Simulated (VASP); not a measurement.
Input of a VASP 6.6.1 run:

INCAR

```
SYSTEM = Li
ALGO = Fast
EDIFF = 1E-6
ENCUT = 520
GGA = PE
ISIF = 2
ISMEAR = 0
ISYM = 0
IVDW = 12
LASPH = .True.
LCHARG = .False.
LREAL = Auto
LWAVE = .False.
NBANDS = 42
NELM = 100
PREC = Accurate
SIGMA = 0.1
```

Contents of KPOINTS:

```
k-points
0
Gamma
  3 3 3
  0 0 0
```

File POSCAR:

```
Li
1.0
    0.0000000000      5.3884137890      5.0930000000
   -4.6665032274     -2.6942068945      5.0930000000
    4.6665032274     -2.6942068945      5.0930000000
Li
18
Direct
    0.3055555556      0.6388888889      0.3055555556
    0.6388888889      0.6388888889      0.9722222222
    0.3055555556      0.3055555556      0.6388888889
    0.3055555556      0.9722222222      0.9722222222
    0.6388888889      0.3055555556      0.3055555556
    0.9722222222      0.6388888889      0.6388888889
    0.9722222222      0.3055555556      0.9722222222
    0.6388888889      0.9722222222      0.6388888889
    0.9722222222      0.9722222222      0.3055555556
    0.3611111111      0.6944444444      0.6944444444
    0.6944444444      0.6944444444      0.3611111111
    0.3611111111      0.3611111111      0.0277777778
    0.3611111111      0.0277777778      0.3611111111
    0.6944444444      0.3611111111      0.6944444444
    0.0277777778      0.6944444444      0.0277777778
    0.0277777778      0.3611111111      0.3611111111
    0.6944444444      0.0277777778      0.0277777778
    0.0277777778      0.0277777778      0.6944444444
```

Potentials or basis: VASP PAW PBE potentials, release 64 (Li_sv).

Run with:

```sh
$ cat potpaw_PBE.64/Li_sv/POTCAR > POTCAR
$ mpirun -np 1 vasp_std > vasp.out
```

(1) What does it give for the dispersion energy per atom?

(2) Estimate the band gap on the k mesh.

Answers

(1) -0.161 eV.

(2) zero (bands 27 and 28 overlap by 0.60 eV).
